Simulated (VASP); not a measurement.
Sn: single point with PBE+D4

Sn:

```xyz
2
Lattice="-2.9706 2.9706 1.6216 2.9706 -2.9706 1.6216 2.9706 2.9706 -1.6216" Properties=species:S:1:pos:R:3 pbc="T T T"
Sn    0.0000    0.0000    0.0000
Sn    0.0000    2.9706    0.8108
```

```yaml
Program: VASP 6.6.1
Task: single point
Functional: PBE
Dispersion: D4
Potentials_or_basis: VASP PAW PBE potentials, release 64 (Sn_d)
Cutoff: 520 eV
k_mesh: 10 × 10 × 10
Occupations: fermi-dirac, width 0.1 eV
Spin: no spin polarisation
```

```yaml
Pressure: -2.5 GPa
Band_gap_on_the_k_mesh: zero (bands 14 and 15 overlap by 3.65 eV)
Dispersion_energy_per_atom: -0.406 eV
```

Stress tensor (GPa, compression positive):
```
-2.19  0.00  0.00
 0.00 -2.19  0.00
 0.00  0.00 -3.01
```

Levels at points of the mesh, in eV from the Fermi level:
| k point | band 11 | band 12 | band 13 | band 14 | band 15 | band 16 | band 17 | band 18 |
| --- | --- | --- | --- | --- | --- | --- | --- | --- |
| (0.00, 0.00, 0.00) | -10.77 | -3.79 | -1.86 | -1.86 | 3.04 | 5.95 | 5.95 | 6.43 |
| (0.50, 0.00, 0.00) | -6.86 | -5.28 | -2.36 | -1.60 | -1.08 | 2.27 | 2.70 | 4.41 |
| (0.50, 0.50, 0.00) | -8.64 | -8.64 | 0.59 | 0.59 | 1.47 | 1.47 | 5.73 | 5.73 |
| (0.50, 0.50, 0.50) | -7.43 | -7.43 | -4.53 | -4.53 | 4.80 | 4.80 | 8.88 | 8.88 |

It took 2.2 min on 1 thread of Intel Xeon 8259CL, on a shared host, peak memory 0.26 GiB.

Caveat: spin-orbit coupling is left out, which moves the levels of the heavy elements.
